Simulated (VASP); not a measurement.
Runs of VASP 6.6.1 on Te2Mo. The structure is that of space group P-6m2 (No. 187), or close to it. The cells are those of the table. 

| cell | gap on the mesh (eV) | largest force (eV/Å) |
| --- | --- | --- |
| a = 3.571, b = 3.571, c = 17.520 Å, angles 90.0, 90.0, 120.0°, 3 atoms | (a) | 0.49 |
| a = 3.623, b = 3.623, c = 17.520 Å, angles 90.0, 90.0, 120.0°, 3 atoms | 0.94 | 0.72 |
| a = 3.363, b = 3.363, c = 17.520 Å, angles 90.0, 90.0, 120.0°, 3 atoms | (b) | 0.72 |
| a = 3.675, b = 3.675, c = 17.520 Å, angles 90.0, 90.0, 120.0°, 3 atoms | 0.86 | 0.92 |
| a = 3.259, b = 3.259, c = 17.520 Å, angles 90.0, 90.0, 120.0°, 3 atoms | 0.90 | 1.52 |

Alike in all rows: task single point; level LDA; potentials or basis VASP PAW LDA potentials, release 64 (Te, Mo_sv); no spin polarisation; k mesh 12 × 12 × 2; cutoff (eV) 520; smearing gaussian 0.05 eV.

Question: Fill in the values left out.

Answer: (a) 1.03; (b) 1.21.

Caveats: there is no dipole correction, which matters where the two faces differ; spin-orbit coupling is left out, which moves the levels of the heavy elements.

A k mesh can miss the band edges, and the runs leave out spin-orbit coupling on Mo, Te.
